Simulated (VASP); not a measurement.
Set up this calculation in VASP 6.6.1, as the native input.

* Task: single point
* Functional: r2SCAN
* Dispersion: rVV10
* Potentials or basis: VASP PAW PBE potentials, release 64 (Zr_sv, B)
* Cutoff: 550 eV
* k mesh: 8 × 8 × 8
* Occupations: gaussian, width 0.05 eV
* Spin: no spin polarisation
* Dipole correction: no
* Further INCAR settings: ALGO = Normal; EDIFF = 1e-06; NBANDS = 14

ZrB:

```
Zr B
1.0
     0.00000    2.41815    2.41815
     2.41815    0.00000    2.41815
     2.41815    2.41815    0.00000
Zr B
1 1
Direct
  0.50000 0.50000 0.50000
  0.00000 0.00000 0.00000
```

This cell differs from its parent crystal: volume scaled by 0.96.

These files were run (other wordings do the same):

POSCAR

```
ZrB
1.0
    0.0000000000      2.4181529448      2.4181529448
    2.4181529448      0.0000000000      2.4181529448
    2.4181529448      2.4181529448      0.0000000000
Zr B
1 1
Direct
    0.5000000000      0.5000000000      0.5000000000
    0.0000000000      0.0000000000      0.0000000000
```

INCAR.step1

```
PREC = Accurate
ENCUT = 550
ISMEAR = 0
SIGMA = 0.05
LREAL = F
LASPH = T
NELM = 120
NBANDS = 14
GGA = PE
ALGO = Normal
EDIFF = 1E-5
LWAVE = T
LCHARG = F
GGA_COMPAT = F
```

INCAR.step2

```
PREC = Accurate
ENCUT = 550
EDIFF = 1E-6
ISMEAR = 0
SIGMA = 0.05
LREAL = F
LASPH = T
NELM = 120
ALGO = Normal
ISIF = 2
LWAVE = F
LCHARG = F
METAGGA = R2SCAN
LMIXTAU = T
LUSE_VDW = T
IVDW_NL = 2
BPARAM = 11.95
CPARAM = 0.0093
NBANDS = 14
ISTART = 1
GGA_COMPAT = F
```

KPOINTS

```
regular mesh
0
Gamma
  8 8 8
```

Potentials or basis: VASP PAW PBE potentials, release 64 (Zr_sv, B).

Run with:

```sh
$ cat potpaw_PBE.64/Zr_sv/POTCAR potpaw_PBE.64/B/POTCAR > POTCAR
$ cp INCAR.step1 INCAR
$ mpirun -np 1 vasp_std > vasp.out
$ cp INCAR.step2 INCAR
$ mpirun -np 1 vasp_std > vasp.out
```

It gave:

The pressure is 7.6 GPa.

Caveat: the PAW data sets were made with another functional, which shifts forces and pressure a little.

It took 78 s on 1 thread of Intel(R) Xeon(R) Platinum 8488C (Sapphire Rapids) (shared host), peak memory 0.26 GiB.
